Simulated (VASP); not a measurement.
Here is a VASP 6.6.1 calculation.

INCAR

```
ALGO = Normal
EDIFF = 1E-6
ENCUT = 520
GGA = PE
ISIF = 2
ISMEAR = -1
LASPH = T
LCHARG = F
LREAL = F
LWAVE = F
NBANDS = 19
NELM = 80
PREC = Accurate
SIGMA = 0.05
```

The input KPOINTS:

```
k-points
0
Gamma
  10 10 5
```

Contents of POSCAR:

```
ScNb
1.0
    3.0242116557      0.0000000000      0.0000000000
   -1.5121058278      2.6190441202      0.0000000000
    0.0000000000      0.0000000000      5.0036424345
Nb Sc
1 1
Direct
    0.3333333333      0.6666666667      0.5000000000
    0.0000000000      0.0000000000      0.0000000000
```

Potentials or basis: VASP PAW PBE potentials, release 64 (Nb_sv, Sc_sv).

The run is started by

```console
$ cat potpaw_PBE.64/Nb_sv/POTCAR potpaw_PBE.64/Sc_sv/POTCAR > POTCAR
$ mpirun -np 1 vasp_std > vasp.out
```

Task: Predict the pressure.

Result: 4.2 GPa.

Task: Estimate the band gap on the k mesh.

Result: Zero (bands 12 and 13 overlap by 0.89 eV).

Stress tensor (GPa, compression positive):
```
4.35 0.00 0.00
0.00 4.35 0.00
0.00 0.00 3.97
```

Caveat: the cell stands under pressure.
